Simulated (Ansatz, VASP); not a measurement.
## C8O: VASP beside Ansatz

File INCAR:

```
SYSTEM = C8O
PREC = Accurate ; ENCUT = 520
EDIFF = 1E-6 ; ISMEAR = 0
SIGMA = 0.1 ; LREAL = .FALSE.
LASPH = .TRUE. ; NELM = 60
ALGO = Normal ; ISIF = 2
LWAVE = .FALSE. ; LCHARG = .FALSE.
LDIPOL = .TRUE. ; IDIPOL = 3
DIPOL = 0.5 0.5 0.501 ; GGA = PE
IVDW = 12 ; NBANDS = 29
```

KPOINTS

```
Automatic mesh
0
G
  12 12 1
  0 0 0
```

The input POSCAR:

```
C8O
1.0
    2.4649796670      0.0000000000      0.0000000000
   -1.2324898335      2.1347350114      0.0000000000
    0.0000000000      0.0000000000     29.1076495408
C O
8 1
Direct
    0.0000000000      0.0000000000      0.2920194646
    0.6666666667      0.3333333333      0.2920194566
    0.0000000000      0.0000000000      0.4077696707
    0.3333333333      0.6666666667      0.4077696627
    0.0000000000      0.0000000000      0.5235198769
    0.6666666667      0.3333333333      0.5235198689
    0.0000000000      0.0000000000      0.6392700831
    0.3333333333      0.6666666667      0.6392700751
    0.0000000000      0.2500000000      0.7865408154
```

Input for Ansatz:

```yaml
crystal:
  lattice:
    - [2.464979667, 0.0, 0.0]
    - [-1.2324898335, 2.1347350114, 0.0]
    - [0.0, 0.0, 29.1076495408]
  atoms:
    - { symbol: C, position: [0.0, 0.0, 0.2920194646] }
    - { symbol: C, position: [0.6666666667, 0.3333333333, 0.2920194566] }
    - { symbol: C, position: [0.0, 0.0, 0.4077696707] }
    - { symbol: C, position: [0.3333333333, 0.6666666667, 0.4077696627] }
    - { symbol: C, position: [0.0, 0.0, 0.5235198769] }
    - { symbol: C, position: [0.6666666667, 0.3333333333, 0.5235198689] }
    - { symbol: C, position: [0.0, 0.0, 0.6392700831] }
    - { symbol: C, position: [0.3333333333, 0.6666666667, 0.6392700751] }
    - { symbol: O, position: [0.0, 0.25, 0.7865408154] }
basis:
  ecutwfc: 420
kpoints:
  mp_grid: { grid: [12, 12, 1] }
hamiltonian:
  xc: pbe
  dispersion: d3bj
scf:
  occupations: { method: gaussian, width: 0.1 }
output:
  forces: true
  stress: true
  eigenvalues: true
  write_density: true
  write_potential: true
  elf: true
  volumetric_format: npy
efield:
  axis: 3
  dipole_correction: true
  ramp_width: 0.04
```

Alike in both runs: task single point; functional PBE; dispersion D3(BJ); k mesh 12 × 12 × 1; occupations gaussian, width 0.1 eV; no spin polarisation.

|  | VASP | Ansatz |
| --- | --- | --- |
| version | VASP 6.6.1 | Ansatz 0.2.0 |
| potentials or method | VASP PAW PBE potentials, release 64 (C, O), cutoff 520 eV | scalar-relativistic, plane waves, PAW |
| valence electrons in the cell | 38 | 38 |

|  | VASP | Ansatz | Ansatz less VASP |
| --- | --- | --- | --- |
| gap on the k mesh at the Fermi level (eV) | none | none | - |
| rms of the force components (eV/Å) | 0.015 | 0.015 | -0.0001 |

Atom by atom the forces differ by 0.000 eV/Å (rms over components). A gap of «none» marks a metal or a gap that the smearing closes. Ansatz's warnings: vacuum below fermi, xc potential rough in thin density.
